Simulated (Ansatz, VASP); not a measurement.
Two plane-wave programs on InO

File INCAR:

```
SYSTEM = InO
PREC = Accurate
ENCUT = 520
EDIFF = 1E-7
ISMEAR = 0
SIGMA = 0.05
LREAL = .FALSE.
LASPH = .TRUE.
NELM = 100
ALGO = Normal
ISIF = 2
LWAVE = .FALSE.
LCHARG = .TRUE.
GGA = PE
IVDW = 12
LELF = .TRUE.
LVHAR = .TRUE.
NBANDS = 27
```

Contents of KPOINTS:

```
Automatic mesh
0
G
  12 12 2
  0 0 0
```

Contents of POSCAR:

```
InO
1.0
    3.4297831874      0.0000000000      0.0000000000
   -1.7148915937      2.9702793698      0.0000000000
    0.0000000000      0.0000000000     16.6446233437
In O
2 2
Direct
    0.6666666667      0.3333333333      0.5895266171
    0.6666666667      0.3333333333      0.4104733829
    0.0000000000      0.0000000000      0.6398766429
    0.0000000000      0.0000000000      0.3601233571
```

Input for Ansatz:

```yaml
crystal:
  lattice:
    - [3.4297831874, 0.0, 0.0]
    - [-1.7148915937, 2.9702793698, 0.0]
    - [0.0, 0.0, 16.6446233437]
  atoms:
    - { symbol: In, position: [0.6666666667, 0.3333333333, 0.5895266171] }
    - { symbol: In, position: [0.6666666667, 0.3333333333, 0.4104733829] }
    - { symbol: O, position: [0.0, 0.0, 0.6398766429] }
    - { symbol: O, position: [0.0, 0.0, 0.3601233571] }
basis:
  ecutwfc: 420
kpoints:
  mp_grid: { grid: [12, 12, 2] }
hamiltonian:
  xc: pbe
  dispersion: d3bj
scf:
  occupations: { method: gaussian, width: 0.05 }
output:
  forces: true
  stress: true
  eigenvalues: true
```

Change from the starting cell: strain +0.000 along x and y, +0.050 along z, atoms carried along.

Alike in both runs: task single point; functional PBE; dispersion D3(BJ); k mesh 12 × 12 × 2; occupations gaussian, width 0.05 eV; no spin polarisation.

|  | VASP | Ansatz |
| --- | --- | --- |
| version | VASP 6.6.1 | Ansatz 0.2.0 |
| potentials or method | VASP PAW PBE potentials, release 64 (In_d, O), cutoff 520 eV | scalar-relativistic, plane waves, PAW |
| valence electrons in the cell | 38 | 38 |

```tsv
	VASP	Ansatz	Ansatz less VASP
gap on the k mesh at the Fermi level (eV)	0.24	0.25	+0.009
least direct gap on the mesh (eV)	1.08	1.09	+0.011
rms of the force components (eV/Å)	0.159	0.163	+0.0040
```

Atom by atom the forces differ by 0.019 eV/Å (rms over components).
